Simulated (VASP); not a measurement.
Here is a VASP 6.6.1 calculation.

Contents of INCAR:

```
SYSTEM = PbSe
PREC     = Accurate       ! precision mode
ENCUT    = 500            ! plane-wave cutoff, eV
EDIFF    = 1E-6           ! SCF threshold, eV
ISMEAR   = 0              ! smearing method
SIGMA    = 0.01           ! smearing width, eV
LREAL    = .FALSE.        ! projectors in reciprocal space
LASPH    = .TRUE.         ! aspherical terms in the spheres
NELM     = 120            ! most SCF steps
ALGO     = Normal         ! electronic algorithm
ISIF     = 2              ! what is computed and relaxed
LWAVE    = .FALSE.        ! write WAVECAR
LCHARG   = .FALSE.        ! write CHGCAR
GGA      = RE             ! functional
IVDW     = 13             ! dispersion correction
NBANDS   = 17             ! bands
GGA_COMPAT= .FALSE.
```

File KPOINTS:

```
Automatic mesh
0
G
  7 7 7
  0 0 0
```

File POSCAR:

```
PbSe
1.0
    0.0000000000      2.8328634664      2.8328634664
    2.8328634664      0.0000000000      2.8328634664
    2.8328634664      2.8328634664      0.0000000000
Pb Se
1 1
Direct
    0.0000000000      0.0000000000      0.0000000000
    0.5000000000      0.5000000000      0.5000000000
```

Potentials or basis: VASP PAW PBE potentials, release 64 (Pb_d, Se).

The run is started by

```console
$ cat potpaw_PBE.64/Pb_d/POTCAR potpaw_PBE.64/Se/POTCAR > POTCAR
$ mpirun -np 1 vasp_std > vasp.out
```

Task: What does it give for the dispersion energy per atom?

Result: -0.779 eV.

Task: Predict the pressure.

Result: 19.9 GPa.

Caveat: the cell stands under pressure; the PAW data sets were made with another functional, which shifts forces and pressure a little.
